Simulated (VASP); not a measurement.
Here is a VASP 6.6.1 calculation.

INCAR

```
PREC = Accurate
ENCUT = 500
EDIFF = 1E-6
ISMEAR = -1
SIGMA = 0.1
LREAL = False
LASPH = True
NELM = 120
ALGO = Normal
ISIF = 2
LWAVE = False
LCHARG = True
GGA = PS
LELF = True
LVHAR = True
NBANDS = 29
GGA_COMPAT = False
```

KPOINTS

```
regular mesh
0
Gamma
  6 6 3
```

POSCAR

```
Ti3Se
1.0
    3.1974460000      0.0000000000      0.0000000000
   -1.5987230000      2.7690694632      0.0000000000
    0.0000000000      0.0000000000      7.9427450000
Ti Se
3 1
Direct
    0.3333333333      0.6666666667      0.2270980000
    0.3333333333      0.6666666667      0.7729020000
    0.6666666667      0.3333333333      0.5000000000
    0.0000000000      0.0000000000      0.0000000000
```

Potentials or basis: VASP PAW PBE potentials, release 64 (Ti_sv, Se).

Launch:

```console
$ cat potpaw_PBE.64/Ti_sv/POTCAR potpaw_PBE.64/Se/POTCAR > POTCAR
$ mpirun -np 1 vasp_std > vasp.out
```

Question: What does it give for the largest force?

Answer: 0.079 eV/Å.

Question: Predict the band gap on the k mesh.

Answer: Zero (bands 21 and 22 overlap by 0.65 eV).

Question: Predict the pressure.

Answer: -4.2 GPa.

Stress tensor (GPa, compression positive):
```
-3.99  0.00  0.00
 0.00 -3.99  0.00
 0.00  0.00 -4.61
```

Caveat: the k points lie up to 0.38 Å⁻¹ apart, too coarse for converged energies and pressures of a metal; the PAW data sets were made with another functional, which shifts forces and pressure a little.
